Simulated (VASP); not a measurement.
A run of VASP 6.6.1:

Contents of POSCAR:

```
Mo3H
1.0
    2.8719934408      0.0000000000      0.0000000000
   -1.4359967204      2.4872192792      0.0000000000
    0.0000000000      0.0000000000      7.0003031210
H Mo
1 3
Direct
    0.0000000000      0.0000000000      0.5000000000
    0.6666666667      0.3333333333      0.6728522887
    0.3333333333      0.6666666667      0.3271477113
    0.0000000000      0.0000000000      0.0000000000
```

File INCAR.step1:

```
SYSTEM = Mo3H
  PREC = Accurate
  ENCUT = 520
  ISMEAR = 0
  SIGMA = 0.1
  LREAL = .FALSE.
  LASPH = .TRUE.
  NELM = 80
  NBANDS = 30
  GGA = PE
  ALGO = Normal
  EDIFF = 1E-4
  LWAVE = .TRUE.
  LCHARG = .FALSE.
```

INCAR.step2

```
SYSTEM = Mo3H
  PREC = Accurate
  ENCUT = 520
  EDIFF = 1E-6
  ISMEAR = 0
  SIGMA = 0.1
  LREAL = .FALSE.
  LASPH = .TRUE.
  NELM = 80
  ALGO = Normal
  ISIF = 2
  LWAVE = .FALSE.
  LCHARG = .FALSE.
  METAGGA = R2SCAN
  LMIXTAU = .TRUE.
  NBANDS = 30
  ISTART = 1
```

Contents of KPOINTS:

```
Automatic mesh
0
G
  12 12 6
  0 0 0
```

Potentials or basis: VASP PAW PBE potentials, release 64 (H, Mo_sv).

Run with:

```console
$ cat potpaw_PBE.64/H/POTCAR potpaw_PBE.64/Mo_sv/POTCAR > POTCAR
$ cp INCAR.step1 INCAR
$ mpirun -np 1 vasp_std > vasp.out
$ cp INCAR.step2 INCAR
$ mpirun -np 1 vasp_std > vasp.out
```

Hardware: 1 thread of Intel Xeon 8259CL (shared host).

Problem. How long does it take, and how much memory?

Solution. Wall time 11 min on 1 thread of Intel Xeon 8259CL, on a shared host, peak memory 0.26 GiB. Counts: k points 100.
